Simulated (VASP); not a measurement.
# AgCl: single point with PBEsol

The system is AgCl.

```xyz
2
Lattice="3.2409 -0.0572 -0.0572 -0.0572 3.2409 -0.0572 -0.0572 -0.0572 3.2409" Properties=species:S:1:pos:R:3 pbc="T T T"
Ag    0.0000    0.0000    0.0000
Cl    1.5633    1.5633    1.5633
```

| Quantity | Value |
| --- | --- |
| Program | VASP 6.6.1 |
| Task | single point |
| Functional | PBEsol |
| Potentials or basis | VASP PAW PBE potentials, release 64 (Ag, Cl) |
| Cutoff | 520 eV |
| k mesh | 12 × 12 × 12 |
| Occupations | gaussian, width 0.05 eV |
| Spin | no spin polarisation |
| Dipole correction | no |
| Further INCAR settings | ALGO = Normal; EDIFF = 1e-07; NBANDS = 16 |

```json
{
 "Pressure": "6.7 GPa",
 "Band gap on the k mesh": "0.40 eV, indirect (least direct gap 2.60 eV)"
}
```

Stress tensor (GPa, compression positive):
```
 6.74 -0.18 -0.18
-0.18  6.74 -0.18
-0.18 -0.18  6.74
```

Levels at points of the mesh, in eV from the valence-band top:
```csv
k point,band 5,band 6,band 7,band 8,band 9,band 10,band 11,band 12,band 13,band 14
"(0.00, 0.00, 0.00)",-2.50,-2.41,-2.41,-2.20,-2.20,0.40,8.92,8.92,14.36,14.36
"(0.50, 0.00, 0.00)",-3.51,-2.37,-1.92,-0.31,0.00,4.62,6.18,8.33,9.61,9.83
"(0.50, 0.50, 0.00)",-2.91,-2.86,-2.73,-1.99,-1.46,2.36,9.14,9.53,10.41,13.65
"(0.50, 0.50, 0.50)",-1.97,-1.97,-0.44,-0.44,-0.13,3.65,3.65,4.22,7.40,18.69
```

Wall time 35 s on 1 thread of Intel(R) Xeon(R) Platinum 8488C (Sapphire Rapids), on a shared host, peak memory 0.21 GiB.

Caveat: the PAW data sets were made with another functional, which shifts forces and pressure a little. As with any semilocal functional, this PBEsol gap is likely too small.
